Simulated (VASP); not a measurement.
Here is a VASP 6.6.1 calculation.

The input INCAR:

```
SYSTEM = TiC
PREC = Accurate ; ENCUT = 600
EDIFF = 1E-6 ; ISMEAR = 0
SIGMA = 0.1 ; LREAL = .FALSE.
LASPH = .TRUE. ; NELM = 60
ALGO = Normal ; ISIF = 3
LWAVE = .FALSE. ; LCHARG = .FALSE.
IBRION = 2 ; NSW = 100
EDIFFG = -0.05
```

Contents of KPOINTS:

```
Automatic mesh
0
G
  8 8 8
  0 0 0
```

File POSCAR:

```
TiC
1.0
    0.0000000000      2.1657188400      2.1657188400
    2.1657188400      0.0000000000      2.1657188400
    2.1657188400      2.1657188400      0.0000000000
Ti C
1 1
Direct
    0.0000000000      0.0000000000      0.0000000000
    0.5000000000      0.5000000000      0.5000000000
```

Potentials or basis: VASP PAW LDA potentials, release 64 (Ti_sv, C).

Run with:

```bash
$ cat potpaw_LDA.64/Ti_sv/POTCAR potpaw_LDA.64/C/POTCAR > POTCAR
$ mpirun -np 1 vasp_std > vasp.out
```

Problem. What does it give for the band gap on the k mesh?

Solution. Zero (band 8 reaches 10.44 eV, above the bottom of band 9 at 9.37 eV).

Problem. What does it give for the relaxed cell?

Solution. a = 3.016 Å, b = 3.016 Å, c = 3.016 Å, α = 60.00°, β = 60.00°, γ = 60.00°.

Problem. What does it give for the space group after relaxing (to 0.05 Å)?

Solution. Fm-3m (No. 225).

Problem. Estimate the relaxed volume.

Solution. 9.70 Å³/atom.

Final structure:
```
Ti C
1.0
     0.00000    2.13241    2.13241
     2.13241    0.00000    2.13241
     2.13241    2.13241    0.00000
Ti C
1 1
Direct
  0.00000 0.00000 0.00000
  0.50000 0.50000 0.50000
```
